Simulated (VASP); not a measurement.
# HgS (F-43m) in VASP: notebook

The runs below take HgS through single point, with revPBE+D4, BLYP, RPBE.

Program: VASP 6.6.1. These are calculated values, not measurements. Logs are shortened: lines on timing, memory, paths and dates and some standing lists are left out, and cuts for length are marked.

## Step 1: The cell of the first run

Symmetry: F-43m, No. 216, cubic system. The conventional cell has a = 5.987 Å, b = 5.987 Å, c = 5.987 Å, α = 90.00°, β = 90.00°, γ = 90.00°. Hg (site symmetry -43m) has 4 S at 2.59 Å within 3.4 Å. Within 3.4 Å of S (site symmetry -43m) lie 4 Hg at 2.59 Å.

## Step 2: Single point, revPBE+D4 (volume scaled by 1.04)

File INCAR:

```
PREC = Accurate ; ENCUT = 500
EDIFF = 1E-6 ; ISMEAR = 0
SIGMA = 0.05 ; LREAL = F
LASPH = T ; NELM = 120
ALGO = Normal ; ISIF = 2
LWAVE = F ; LCHARG = T
GGA = RE ; IVDW = 13
LELF = T ; LVHAR = T
NBANDS = 16 ; GGA_COMPAT = F
```

File KPOINTS:

```
Automatic mesh
0
Gamma
  8 8 8
```

File POSCAR:

```
HgS
1.0
    0.0000000000      2.9936984099      2.9936984099
    2.9936984099      0.0000000000      2.9936984099
    2.9936984099      2.9936984099      0.0000000000
Hg S
1 1
Direct
    0.0000000000      0.0000000000      0.0000000000
    0.7500000000      0.7500000000      0.7500000000
```

Potentials or basis: VASP PAW PBE potentials, release 64 (Hg, S).

On the command line:

```
> cat potpaw_PBE.64/Hg/POTCAR potpaw_PBE.64/S/POTCAR > POTCAR
> mpirun -np 1 vasp_std > vasp.out
```

OUTCAR:

```text
PREC = Accurate
   ENCUT = 500
   EDIFF = 1E-6
   ISMEAR = 0
   LREAL = F
   LASPH = T
   NELM = 120
   ISIF = 2
   GGA = RE
   IVDW = 13

 ion  position               nearest neighbor table
   1  0.000  0.000  0.000-   2 2.59   2 2.59   2 2.59   2 2.59
   2  0.750  0.750  0.750-   1 2.59   1 2.59   1 2.59   1 2.59

  LATTYP: Found a face centered cubic cell.
 ALAT       =     5.9873968198

  Lattice vectors:

 A1 = (   0.0000000000,   2.9936984099,   2.9936984099)
 A2 = (   2.9936984099,   0.0000000000,   2.9936984099)
 A3 = (   2.9936984099,   2.9936984099,   0.0000000000)

Analysis of symmetry for initial positions (statically):
=====================================================================
 Subroutine PRICEL returns:
 Original cell was already a primitive cell.

 Routine SETGRP: Setting up the symmetry group for a
 face centered cubic supercell.

 Subroutine GETGRP returns: Found 24 space group operations
 (whereof 24 operations were pure point group operations)
 out of a pool of 48 trial point group operations.

The static configuration has the point symmetry T_d .

Analysis of symmetry for dynamics (positions and initial velocities):
=====================================================================
 Subroutine PRICEL returns:
 Original cell was already a primitive cell.

 Routine SETGRP: Setting up the symmetry group for a
 face centered cubic supercell.

 Subroutine GETGRP returns: Found 24 space group operations
 (whereof 24 operations were pure point group operations)
 out of a pool of 48 trial point group operations.

The dynamic configuration has the point symmetry T_d .

 Subroutine INISYM returns: Found 24 space group operations
 (whereof 24 operations are pure point group operations),
 and found     1 'primitive' translations

----------------------------------------------------------------------------------------

                                     Primitive cell

  volume of cell :      53.6604

  direct lattice vectors                    reciprocal lattice vectors
     0.000000000  2.993698410  2.993698410    -0.167017492  0.167017492  0.167017492
     2.993698410  0.000000000  2.993698410     0.167017492 -0.167017492  0.167017492
     2.993698410  2.993698410  0.000000000     0.167017492  0.167017492 -0.167017492

  length of vectors
     4.233728893  4.233728893  4.233728893     0.289282782  0.289282782  0.289282782

  position of ions in fractional coordinates (direct lattice)
     0.000000000  0.000000000  0.000000000
     0.750000000  0.750000000  0.750000000

[... 77 lines left out ...]
   LREAL  =      F    real-space projection
   EDIFFG = 0.1E-04   stopping-criterion for IOM
   NSW    =      0    number of steps for IOM
   IBRION =     -1    ionic relax: 0-MD 1-quasi-New 2-CG
   NFREE  =      0    steps in history (QN), initial steepest desc. (CG)
   ISIF   =      2    stress and relaxation
   ISYM   =      2    0-nonsym 1-usesym 2-fastsym
   POTIM  = 0.5000    time-step for ionic-motion
   TEBEG  =    0.0;   TEEND  =   0.0 temperature during run
   PSTRESS=    0.0 pullay stress
   NELECT =      18.0000    total number of electrons
   NUPDOWN=      -1.0000    fix difference up-down
   EMIN   =  10.00;   EMAX   =-10.00  energy-range for DOS
   EFERMI =   0.00;   METHOD = LEGACY
   ISMEAR =     0;   SIGMA  =   0.05  broadening in eV -4-tet -1-fermi 0-gaus
   EFERMI_NEDOS =   21; number of points for ismear=-14 and -15
   IALGO  =     38    algorithm
   IMIX   =      4    mixing-type and parameters
     AMIX     =   0.40;   BMIX     =  1.00
     AMIX_MAG =   1.60;   BMIX_MAG =  1.00
  volume/ion in A,a.u.               =      26.83       181.06
  Fermi-wavevector in a.u.,A,eV,Ry     =   1.137490  2.149545 17.604356  1.293884
  Thomas-Fermi vector in A             =   2.274195
   LORBIT       =      0    0 simple, 1 ext, 2 COOP (PROOUT), +10 PAW based schemes
   GGA     = RE    functional components
   LHFCALC =     F    Hartree Fock is set to
   AEXX    =    0.0000 exact exchange contribution
   IVDW    =    13    specifies the selected vdW correction
   LEPSILON=     F    determine dielectric tensor
   LRPA    =     F    only Hartree local field effects (RPA)
 non-spin polarized calculation
 Gauss-broadening in eV      SIGMA  =   0.05
  energy-cutoff  :      500.00
  volume of cell :       53.66
 maximum number of plane-waves:      1380
   NGX = 15   NGY = 15   NGZ = 15

 number of electron      18.0000000 magnetization

 Free energy of the ion-electron system (eV)
  ---------------------------------------------------
  ext. energy  EPLUGINS =         0.00000000
  ---------------------------------------------------
  free energy    TOTEN  =        -3.92085172 eV

  energy without entropy =       -3.92070094  energy(sigma->0) =       -3.92077633

 E-fermi :   1.5544     XC(G=0):  -8.7742

 val. band max:        1.5391803085   @ k =   0.0000   0.0000   0.0000
 cond. band min:       2.3346406241   @ k =   0.1250   0.0000   0.0000
 fundamental gap:      0.7954603156
 Fermi energy:         1.5544169353

 k-point     1 :       0.0000    0.0000    0.0000
  band No.  band energies     occupation
      1     -11.2266      2.00000
      2      -5.1504      2.00000
      3      -5.1504      2.00000
      4      -5.1504      2.00000
      5      -4.3779      2.00000
      6      -4.3779      2.00000
[... 433 lines left out ...]
      3      -4.8558      2.00000
      4      -4.4256      2.00000
      5      -4.3486      2.00000
      6      -3.9553      2.00000
[... 8 lines left out ...]
     15      13.4882      0.00000
     16      14.1412      0.00000

 [... further k-points ...]

------------------------ aborting loop because EDIFF is reached ----------------------------------------

  DFT-D4 for vdW energy calculation

  Edisp (eV):   -1.05717

  FORCE on cell =-STRESS in cart. coord.  units (eV):
  Direction    XX          YY          ZZ          XY          YZ          ZX
  --------------------------------------------------------------------------------------
  -------------------------------------------------------------------------------------
  Total      -0.58447    -0.58447    -0.58447     0.00000     0.00000     0.00000
  in kB     -17.45099   -17.45099   -17.45099     0.00000     0.00000     0.00000
  external pressure =      -17.45 kB  Pullay stress =        0.00 kB

 VOLUME and BASIS-vectors are now :
 -----------------------------------------------------------------------------
  energy-cutoff  :      500.00
  volume of cell :       53.66
      direct lattice vectors                 reciprocal lattice vectors
     0.000000000  2.993698410  2.993698410    -0.167017492  0.167017492  0.167017492
     2.993698410  0.000000000  2.993698410     0.167017492 -0.167017492  0.167017492
     2.993698410  2.993698410  0.000000000     0.167017492  0.167017492 -0.167017492

 POSITION                                       TOTAL-FORCE (eV/Angst)
 -----------------------------------------------------------------------------------
      0.00000      0.00000      0.00000         0.000000      0.000000      0.000000
      4.49055      4.49055      4.49055        -0.000000     -0.000000     -0.000000
 -----------------------------------------------------------------------------------
    total drift:                                0.000000      0.000000      0.000000

  FREE ENERGIE OF THE ION-ELECTRON SYSTEM (eV)
  ---------------------------------------------------
  free  energy   TOTEN  =        -4.9780203292 eV

  energy  without entropy=       -4.9778695439  energy(sigma->0) =       -4.97794494
```

Run time: 31 s. Hardware: 1 thread of Intel Xeon 8259CL, shared host; peak memory 0.19 GiB.

What came out:

```yaml
Free_energy: -4.9780 eV
Pressure: -1.7 GPa
Band_gap_on_the_k_mesh: zero (filled and empty bands touch)
Dispersion_energy_per_atom: -0.529 eV
```

Levels at points of the mesh, in eV from the Fermi level:
```
           k point  band 5  band 6  band 7  band 8  band 9  band 10  band 11  band 12  band 13  band 14
(0.00, 0.00, 0.00)   -5.93   -5.93   -0.45   -0.02   -0.02    -0.02     6.16     6.16     6.16     9.96
(0.50, 0.00, 0.00)   -5.87   -5.58   -5.01   -0.86   -0.86     1.63     6.85     6.85     6.94    10.38
(0.50, 0.50, 0.00)   -5.80   -5.55   -4.55   -2.05   -2.05     3.15     3.70     8.64    10.00    10.00
```

Caveat: the PAW data sets were made with another functional, which shifts forces and pressure a little; spin-orbit coupling is left out, which moves the levels of the heavy elements; pairwise dispersion overbinds metals, which lowers pressure and volume.

[end of part 1 of 2]
